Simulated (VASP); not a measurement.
# PbS (Galena) (Fm-3m) in VASP: settings compared

The runs below take PbS (Galena) through single point, relaxation of cell and atoms, with PBE-based screened hybrid, PBEsol+D4, PBE.

Program: VASP 6.6.1. These are calculated values, not measurements. Logs are shortened: lines on timing, memory, paths and dates and some standing lists are left out, and cuts for length are marked.

### Step 1. The cell of the first run

Symmetry: Fm-3m, No. 225, cubic system. The conventional cell has a = 5.931 Å, b = 5.931 Å, c = 5.931 Å, α = 90.00°, β = 90.00°, γ = 90.00°. Pb (site symmetry m-3m) has 6 S at 2.97 Å within 3.9 Å. S (site symmetry m-3m) has 6 Pb at 2.97 Å within 3.9 Å.

### Step 2. Single point, PBE-based screened hybrid

File POSCAR:

```
PbS
1.0
    0.0000000000      2.9657500000      2.9657500000
    2.9657500000      0.0000000000      2.9657500000
    2.9657500000      2.9657500000      0.0000000000
Pb S
1 1
Direct
    0.0000000000      0.0000000000      0.0000000000
    0.5000000000      0.5000000000      0.5000000000
```

File INCAR.step1:

```
  PREC = Accurate
  ENCUT = 520
  EDIFF = 1E-5
  ISMEAR = -1
  SIGMA = 0.05
  LREAL = False
  LASPH = True
  NELM = 100
  ALGO = Normal
  ISIF = 2
  LWAVE = True
  LCHARG = False
  GGA = PE
  NBANDS = 17
```

File INCAR.step2:

```
  PREC = Accurate
  ENCUT = 520
  EDIFF = 1E-6
  ISMEAR = -1
  SIGMA = 0.05
  LREAL = False
  LASPH = True
  NELM = 100
  ALGO = Normal
  ISIF = 2
  LWAVE = False
  LCHARG = False
  GGA = PE
  LHFCALC = True
  AEXX = 0.25
  HFSCREEN = 0.2
  PRECFOCK = Normal
  ISTART = 1
  NBANDS = 17
```

File KPOINTS:

```
Automatic mesh
0
Gamma
  4 4 4
```

Potentials or basis: VASP PAW PBE potentials, release 64 (Pb_d, S).

The run is started by

```bash
cat potpaw_PBE.64/Pb_d/POTCAR potpaw_PBE.64/S/POTCAR > POTCAR
cp INCAR.step1 INCAR
mpirun -np 1 vasp_std > vasp.out
cp INCAR.step2 INCAR
mpirun -np 1 vasp_std > vasp.out
```

OUTCAR:

```text
PREC = Accurate
   ENCUT = 520
   EDIFF = 1E-6
   ISMEAR = -1
   LREAL = False
   LASPH = True
   NELM = 100
   ISIF = 2
   GGA = PE
   LHFCALC = True
   AEXX = 0.25
   HFSCREEN = 0.2
   PRECFOCK = Normal
   ISTART = 1

 ion  position               nearest neighbor table
   1  0.000  0.000  0.000-   2 2.97   2 2.97   2 2.97   2 2.97   2 2.97   2 2.97
   2  0.500  0.500  0.500-   1 2.97   1 2.97   1 2.97   1 2.97   1 2.97   1 2.97

  LATTYP: Found a face centered cubic cell.
 ALAT       =     5.9315000000

  Lattice vectors:

 A1 = (   0.0000000000,   2.9657500000,   2.9657500000)
 A2 = (   2.9657500000,   0.0000000000,   2.9657500000)
 A3 = (   2.9657500000,   2.9657500000,   0.0000000000)

Analysis of symmetry for initial positions (statically):
=====================================================================
 Subroutine PRICEL returns:
 Original cell was already a primitive cell.

 Routine SETGRP: Setting up the symmetry group for a
 face centered cubic supercell.

 Subroutine GETGRP returns: Found 48 space group operations
[... 9 lines left out ...]

 Routine SETGRP: Setting up the symmetry group for a
 face centered cubic supercell.

 Subroutine GETGRP returns: Found 48 space group operations
[... 11 lines left out ...]
                                     Primitive cell

  volume of cell :      52.1715

  direct lattice vectors                    reciprocal lattice vectors
     0.000000000  2.965750000  2.965750000    -0.168591419  0.168591419  0.168591419
     2.965750000  0.000000000  2.965750000     0.168591419 -0.168591419  0.168591419
     2.965750000  2.965750000  0.000000000     0.168591419  0.168591419 -0.168591419

  length of vectors
     4.194203873  4.194203873  4.194203873     0.292008903  0.292008903  0.292008903

  position of ions in fractional coordinates (direct lattice)
     0.000000000  0.000000000  0.000000000
     0.500000000  0.500000000  0.500000000

  ion indices of the primitive-cell ions
   primitive index   ion index
                 1           1
                 2           2

----------------------------------------------------------------------------------------

 KPOINTS: Automatic mesh

Automatic generation of k-mesh.
 Grid dimensions read from file:
[... 47 lines left out ...]
   NELM   =    100;   NELMIN=  2; NELMDL=  0     # of ELM steps
   EDIFF  = 0.1E-05   stopping-criterion for ELM
   LREAL  =      F    real-space projection
   EDIFFG = 0.1E-04   stopping-criterion for IOM
   NSW    =      0    number of steps for IOM
   IBRION =     -1    ionic relax: 0-MD 1-quasi-New 2-CG
   NFREE  =      0    steps in history (QN), initial steepest desc. (CG)
   ISIF   =      2    stress and relaxation
   ISYM   =      3    0-nonsym 1-usesym 2-fastsym
   POTIM  = 0.5000    time-step for ionic-motion
   TEBEG  =    0.0;   TEEND  =   0.0 temperature during run
   PSTRESS=    0.0 pullay stress
   NELECT =      20.0000    total number of electrons
   NUPDOWN=      -1.0000    fix difference up-down
   EMIN   =  10.00;   EMAX   =-10.00  energy-range for DOS
   EFERMI =   0.00;   METHOD = LEGACY
   ISMEAR =    -1;   SIGMA  =   0.05  broadening in eV -4-tet -1-fermi 0-gaus
   EFERMI_NEDOS =   21; number of points for ismear=-14 and -15
   IALGO  =     38    algorithm
   IMIX   =      1    mixing-type and parameters
     AMIX     =   0.40;   BMIX     =  1.00
     AMIX_MAG =   1.60;   BMIX_MAG =  1.00
  volume/ion in A,a.u.               =      26.09       176.04
  Fermi-wavevector in a.u.,A,eV,Ry     =   1.189251  2.247359 19.242973  1.414319
  Thomas-Fermi vector in A             =   2.325363
   LORBIT       =      0    0 simple, 1 ext, 2 COOP (PROOUT), +10 PAW based schemes
   GGA     = PE    functional components
   LHFCALC =     T    Hartree Fock is set to
   PRECFOCK=normal    Normal, Fast or Accurate (Low or Medium for compatibility)
   ENCUT4O =  -1.0   cutoff for four orbital integrals eV
   NKREDX  =     1    reduce k-point grid by
   NKREDY  =     1    reduce k-point grid by
   NKREDZ  =     1    reduce k-point grid by
   AEXX    =    0.2500 exact exchange contribution
   HFSCREEN=    0.2000 screening length (either q_TF or 0.3 A-1)
   HFSCREENC=   0.2000 screening length for correlation (either q_TF or 0.3 A-1)
   ENCUTFOCK=  -1.0 apply spherical cutoff to Coloumb kernel
   IVDW    =     0    specifies the selected vdW correction
   LEPSILON=     F    determine dielectric tensor
   LRPA    =     F    only Hartree local field effects (RPA)
 non-spin polarized calculation
  energy-cutoff  :      520.00
  volume of cell :       52.17
 maximum number of plane-waves:      1424
  NGX = 24; NGY = 24; NGZ = 24

 number of electron      19.9999998 magnetization

 Free energy of the ion-electron system (eV)
  ---------------------------------------------------
  ext. energy  EPLUGINS =         0.00000000
  ---------------------------------------------------
  free energy    TOTEN  =       -10.42223744 eV

  energy without entropy =      -10.42220434  energy(sigma->0) =      -10.42222089

 E-fermi :   5.9400     XC(G=0):  -8.0329

 val. band max:        5.5326680800   @ k =   0.5000   0.0000   0.0000
 cond. band min:       6.3473519091   @ k =   0.5000   0.0000   0.0000
 fundamental gap:      0.8146838291
 Fermi energy:         5.9400099458

 k-point     1 :       0.0000    0.0000    0.0000
  band No.  band energies     occupation
      1     -13.0658      2.00000
      2     -13.0658      2.00000
      3     -13.0658      2.00000
      4     -13.0619      2.00000
      5     -13.0618      2.00000
      6      -9.6252      2.00000
[... 137 lines left out ...]
      4     -13.0497      2.00000
      5     -13.0053      2.00000
      6      -7.7879      2.00000
[... 9 lines left out ...]
     16      18.5902      0.00000
     17      18.9051      0.00000

------------------------ aborting loop because EDIFF is reached ----------------------------------------

  FORCE on cell =-STRESS in cart. coord.  units (eV):
  Direction    XX          YY          ZZ          XY          YZ          ZX
  --------------------------------------------------------------------------------------
  -------------------------------------------------------------------------------------
  Total        0.3625237      0.3625237      0.3625237      0.0000000     -0.0000000     -0.0000000
  in kB       11.1330310     11.1330310     11.1330310      0.0000000     -0.0000000     -0.0000000
  external PRESSURE =      11.1330310 kB  Pullay stress =       0.0000000 kB

 VOLUME and BASIS-vectors are now :
 -----------------------------------------------------------------------------
  energy-cutoff  :      520.00
  volume of cell :       52.17
      direct lattice vectors                 reciprocal lattice vectors
     0.000000000  2.965750000  2.965750000    -0.168591419  0.168591419  0.168591419
     2.965750000  0.000000000  2.965750000     0.168591419 -0.168591419  0.168591419
     2.965750000  2.965750000  0.000000000     0.168591419  0.168591419 -0.168591419

 POSITION                                       TOTAL-FORCE (eV/Angst)
 -----------------------------------------------------------------------------------
      0.00000      0.00000      0.00000        -0.000000      0.000000     -0.000000
      2.96575      2.96575      2.96575         0.000000      0.000000      0.000000
 -----------------------------------------------------------------------------------
    total drift:                                0.000001      0.000001      0.000001

  FREE ENERGIE OF THE ION-ELECTRON SYSTEM (eV)
  ---------------------------------------------------
  free  energy   TOTEN  =       -10.4222374442 eV

  energy  without entropy=      -10.4222043360  energy(sigma->0) =      -10.42222089
```

Wall time 5.8 min (1 thread of AMD EPYC 9R14 (Zen 4), shared host); peak memory 0.25 GiB.

What came out:

```
Free energy            : -10.4222 eV
Pressure               : 1.1 GPa
Band gap on the k mesh : 0.81 eV, direct
```

Caveat: the k points lie up to 0.46 Å⁻¹ apart; the PAW data sets were made with another functional, which shifts forces and pressure a little; spin-orbit coupling is left out, which moves the levels of the heavy elements.

### Step 3. Single point, PBEsol+D4

This run uses another cell than the first one, of 25.15 Å³/atom, 0.964 times its volume.

File INCAR:

```
SYSTEM = PbS
PREC     = Accurate       ! precision mode
ENCUT    = 520            ! plane-wave cutoff, eV
EDIFF    = 1E-7           ! SCF threshold, eV
ISMEAR   = -1             ! smearing method
SIGMA    = 0.05           ! smearing width, eV
LREAL    = .False.        ! projectors in reciprocal space
LASPH    = .True.         ! aspherical terms in the spheres
NELM     = 100            ! most SCF steps
ALGO     = Normal         ! electronic algorithm
ISIF     = 2              ! what is computed and relaxed
LWAVE    = .False.        ! write WAVECAR
LCHARG   = .False.        ! write CHGCAR
GGA      = PS             ! functional
IVDW     = 13             ! dispersion correction
NBANDS   = 17             ! bands
```

File KPOINTS:

```
regular mesh
0
Gamma
  8 8 8
  0 0 0
```

File POSCAR:

```
PbS
1.0
    0.0000000000      2.9298403410      2.9298403410
    2.9298403410      0.0000000000      2.9298403410
    2.9298403410      2.9298403410      0.0000000000
Pb S
1 1
Direct
    0.0000000000      0.0000000000      0.0000000000
    0.5000000000      0.5000000000      0.5000000000
```

Potentials or basis: VASP PAW PBE potentials, release 64 (Pb_d, S).

The run is started by

```bash
cat potpaw_PBE.64/Pb_d/POTCAR potpaw_PBE.64/S/POTCAR > POTCAR
mpirun -np 1 vasp_std > vasp.out
```

Run time: 9.8 s. Hardware: 1 thread of Intel Xeon 6975P-C (Granite Rapids), shared host; peak memory 0.18 GiB.

The run converged. Its results:

* Free energy: -9.9061 eV
* Pressure: -0.1 GPa
* Band gap on the k mesh: 0.11 eV, direct
* Dispersion energy per atom: -0.227 eV

Levels at points of the mesh, in eV from the valence-band top:
| k point | band 8 | band 9 | band 10 | band 11 | band 12 | band 13 |
| --- | --- | --- | --- | --- | --- | --- |
| (0.00, 0.00, 0.00) | -2.40 | -2.40 | -2.40 | 5.22 | 5.22 | 5.22 |
| (0.50, 0.00, 0.00) | -1.97 | -1.97 | 0.00 | 0.11 | 1.77 | 1.77 |
| (0.50, 0.50, 0.00) | -5.62 | -3.76 | -3.76 | 3.51 | 5.60 | 5.74 |

Caveat: the PAW data sets were made with another functional, which shifts forces and pressure a little; spin-orbit coupling is left out, which moves the levels of the heavy elements. A k mesh can miss the band edges.

### Step 4. Single point, PBE

File INCAR:

```
SYSTEM = PbS
ALGO     = Normal         ! electronic algorithm
EDIFF    = 1E-6           ! SCF threshold, eV
ENCUT    = 520            ! plane-wave cutoff, eV
GGA      = PE             ! functional
ISIF     = 2              ! what is computed and relaxed
ISMEAR   = 0              ! smearing method
LASPH    = .TRUE.         ! aspherical terms in the spheres
LCHARG   = .FALSE.        ! write CHGCAR
LREAL    = .FALSE.        ! projectors in reciprocal space
LWAVE    = .FALSE.        ! write WAVECAR
NBANDS   = 17             ! bands
NELM     = 60             ! most SCF steps
PREC     = Accurate       ! precision mode
SIGMA    = 0.016          ! smearing width, eV
```

File KPOINTS:

```
k-points
0
G
  8 8 8
  0 0 0
```

File POSCAR:

```
PbS
1.0
    0.0000000000      2.9657500000      2.9657500000
    2.9657500000      0.0000000000      2.9657500000
    2.9657500000      2.9657500000      0.0000000000
Pb S
1 1
Direct
    0.0000000000      0.0000000000      0.0000000000
    0.5000000000      0.5000000000      0.5000000000
```

The run is started by

```bash
cat potpaw_PBE.64/Pb_d/POTCAR potpaw_PBE.64/S/POTCAR > POTCAR
mpirun -np 1 vasp_std > vasp.out
```

It took 9.1 s on 1 thread of Intel Xeon 6975P-C (Granite Rapids), shared host; peak memory 0.18 GiB.

It converged, with:

```
Free energy            : -8.7560 eV
Pressure               : 2.1 GPa
Band gap on the k mesh : 0.36 eV, direct
```

Levels at points of the mesh, in eV from the valence-band top:
```csv
k point,band 6,band 7,band 8,band 9,band 10,band 11,band 12,band 13,band 14,band 15
"(0.00, 0.00, 0.00)",-13.60,-6.04,-2.17,-2.17,-2.17,5.21,5.21,5.21,6.73,6.73
"(0.50, 0.00, 0.00)",-12.36,-8.85,-1.78,-1.78,0.00,0.36,1.96,1.96,8.66,10.12
"(0.50, 0.50, 0.00)",-11.93,-7.20,-5.20,-3.44,-3.44,3.86,5.58,5.68,5.68,11.17
```

Caveat: spin-orbit coupling is left out, which moves the levels of the heavy elements. A k mesh can miss the band edges.

### Step 5. Relaxation of cell and atoms, PBEsol+D4

File INCAR:

```
SYSTEM = PbS
ALGO = Normal
EDIFF = 1E-6
EDIFFG = -0.01
ENCUT = 600
GGA = PS
IBRION = 2
ISIF = 3
ISMEAR = -1
IVDW = 13
LASPH = .True.
LCHARG = .False.
LREAL = .False.
LWAVE = .False.
NELM = 80
NSW = 80
PREC = Accurate
SIGMA = 0.05
```

File KPOINTS:

```
k-points
0
Gamma
  8 8 8
  0 0 0
```

POSCAR is that of step 4.

The run is started by

```bash
cat potpaw_PBE.64/Pb_d/POTCAR potpaw_PBE.64/S/POTCAR > POTCAR
mpirun -np 1 vasp_std > vasp.out
```

Run time: 29 s. Hardware: 1 thread of Intel Xeon 6975P-C (Granite Rapids), shared host; peak memory 0.21 GiB.

Results (log left out):

| Quantity | Value |
| --- | --- |
| Free energy | -9.9066 eV |
| Relaxed volume | 25.16 Å³/atom |
| Relaxed cell | a = 4.144 Å, b = 4.144 Å, c = 4.144 Å, α = 60.00°, β = 60.00°, γ = 60.00° |
| Space group after relaxing (to 0.05 Å) | Fm-3m (No. 225) |
| Energy gained by relaxing | 6.3 meV/atom |
| Ionic steps | 3 |
| Pressure after relaxing | 0.0 GPa |
| Band gap on the k mesh | 0.11 eV, direct |
| Dispersion energy per atom | -0.227 eV |

The path:
| step | energy change (eV) | largest force (eV/Å) | pressure (GPa) | volume (Å³) |
| --- | --- | --- | --- | --- |
| 1 | 0.0000 | 0.0000 | -2.11 | 52.17 |
| 2 | -0.0107 | 0.0000 | 0.88 | 49.62 |
| 3 | -0.0126 | 0.0000 | -0.01 | 50.31 |

Final structure:
```cif
data_structure
_symmetry_space_group_name_H-M 'P 1'
_symmetry_Int_Tables_number 1
_cell_length_a 4.1437
_cell_length_b 4.1437
_cell_length_c 4.1437
_cell_angle_alpha 60.000
_cell_angle_beta 60.000
_cell_angle_gamma 60.000
_cell_volume 50.31
loop_
_atom_site_label
_atom_site_type_symbol
_atom_site_fract_x
_atom_site_fract_y
_atom_site_fract_z
_atom_site_occupancy
Pb1 Pb 0.00000 0.00000 0.00000 1
S1 S 0.50000 0.50000 0.50000 1
```

Levels at points of the mesh, in eV from the valence-band top:
```tsv
k point	band 8	band 9	band 10	band 11	band 12	band 13
(0.00, 0.00, 0.00)	-2.40	-2.40	-2.40	5.22	5.22	5.22
(0.50, 0.00, 0.00)	-1.97	-1.97	0.00	0.11	1.77	1.77
(0.50, 0.50, 0.00)	-5.62	-3.75	-3.75	3.52	5.60	5.74
```

Caveat: the PAW data sets were made with another functional, which shifts forces and pressure a little; spin-orbit coupling is left out, which moves the levels of the heavy elements.

[end of part 1 of 2]
